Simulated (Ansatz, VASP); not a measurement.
# SiO2: VASP beside Ansatz

INCAR

```
PREC     = Accurate       # precision mode
ENCUT    = 520            # plane-wave cutoff, eV
EDIFF    = 1E-6           # SCF threshold, eV
ISMEAR   = 0              # smearing method
SIGMA    = 0.02           # smearing width, eV
LREAL    = F              # projectors in reciprocal space
LASPH    = T              # aspherical terms in the spheres
NELM     = 60             # most SCF steps
ALGO     = Normal         # electronic algorithm
ISIF     = 2              # what is computed and relaxed
LWAVE    = F              # write WAVECAR
LCHARG   = F              # write CHGCAR
GGA      = PE             # functional
NBANDS   = 44             # bands
```

File KPOINTS:

```
Automatic mesh
0
Gamma
  6 6 6
```

File POSCAR:

```
SiO2
1.0
   -2.6432614759      4.8252296224      4.4717449537
    2.6432614759     -4.8252296224      4.4717449537
    2.6432614759      4.8252296224     -4.4717449537
Si O
4 8
Direct
    0.9305125918      0.8452085447      0.0853040471
    0.7400955024      0.1547914553      0.5853040471
    0.0694874082      0.1547914553      0.9146959529
    0.2599044976      0.8452085447      0.4146959529
    0.1332949919      0.8832949919      0.2500000000
    0.8667050081      0.1167050081      0.7500000000
    0.7934944961      0.5000000000      0.7934944961
    0.2065055039      0.0000000000      0.7065055039
    0.2065055039      0.5000000000      0.2065055039
    0.7934944961      0.0000000000      0.2934944961
    0.0000000000      0.0000000000      0.0000000000
    0.5000000000      0.0000000000      0.5000000000
```

Input for Ansatz:

```yaml
crystal:
  lattice:
    - [-2.6432614759, 4.8252296224, 4.4717449537]
    - [2.6432614759, -4.8252296224, 4.4717449537]
    - [2.6432614759, 4.8252296224, -4.4717449537]
  atoms:
    - { symbol: Si, position: [0.9305125918, 0.8452085447, 0.0853040471] }
    - { symbol: Si, position: [0.7400955024, 0.1547914553, 0.5853040471] }
    - { symbol: Si, position: [0.0694874082, 0.1547914553, 0.9146959529] }
    - { symbol: Si, position: [0.2599044976, 0.8452085447, 0.4146959529] }
    - { symbol: O, position: [0.1332949919, 0.8832949919, 0.25] }
    - { symbol: O, position: [0.8667050081, 0.1167050081, 0.75] }
    - { symbol: O, position: [0.7934944961, 0.5, 0.7934944961] }
    - { symbol: O, position: [0.2065055039, 0.0, 0.7065055039] }
    - { symbol: O, position: [0.2065055039, 0.5, 0.2065055039] }
    - { symbol: O, position: [0.7934944961, 0.0, 0.2934944961] }
    - { symbol: O, position: [0.0, 0.0, 0.0] }
    - { symbol: O, position: [0.5, 0.0, 0.5] }
basis:
  ecutwfc: 420
kpoints:
  mp_grid: { grid: [6, 6, 6] }
  band_path: { path: [VBM, CBM], npoints: 2 }
hamiltonian:
  xc: pbe
scf:
  occupations: { method: gaussian, width: 0.02 }
output:
  forces: true
  stress: true
  eigenvalues: true
checkpoint:
  read: start.run
  write: ck
  compress: false
  write_wavefunctions: false
  write_every: 100000
```

Alike in both runs: task single point; functional PBE; k mesh 6 × 6 × 6; occupations gaussian, width 0.02 eV; no spin polarisation.

```csv
,VASP,Ansatz
version,VASP 6.6.1,Ansatz 0.2.0
potentials or method,"VASP PAW PBE potentials, release 64 (Si, O), cutoff 520 eV","scalar-relativistic, plane waves, PAW"
valence electrons in the cell,64,64
```

```tsv
	VASP	Ansatz	Ansatz less VASP
gap on the k mesh at the Fermi level (eV)	5.38	5.39	+0.003
least direct gap on the mesh (eV)	5.38	5.39	+0.003
pressure (GPa)	0.1	0.0	-0.04
rms of the force components (eV/Å)	0.017	0.001	-0.0162
```

Atom by atom the forces differ by 0.017 eV/Å (rms over components).
